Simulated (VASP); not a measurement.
P:

```xyz
4
Lattice="1.6694 -5.5370 0.0000 1.6694 5.5370 0.0000 0.0000 0.0000 4.6034" Properties=species:S:1:pos:R:3 pbc="T T T"
P     1.6694   -4.4754    2.7106
P     1.6694    4.4754    1.8929
P     1.6694   -1.0615    0.4089
P     1.6694    1.0615    4.1946
```

This cell differs from its parent crystal: volume scaled by 1.04.

Base run:

| Quantity | Value |
| --- | --- |
| Program | VASP 6.6.1 |
| Functional | PBE |
| Potentials or basis | VASP PAW PBE potentials, release 64 (P) |
| Cutoff | 520 eV |
| k mesh | 8 × 8 × 6 |
| Occupations | fermi-dirac, width 0.05 eV |
| Spin | no spin polarisation |

Its results: band gap on the k mesh 0.19 eV, direct; pressure -1.1 GPa; largest force 0.123 eV/Å.

Q: The run is repeated on the same cell with these changes: further incar settings from ALGO = Normal; EDIFF = 1e-06; NBANDS = 18 to ALGO = Normal; EDIFF = 1e-07; NBANDS = 18; dispersion from none to D3(BJ). What comes out?

A: Band gap on the k mesh 0.19 eV, direct; pressure -3.7 GPa; largest force 0.123 eV/Å.

A k mesh can miss the band edges.
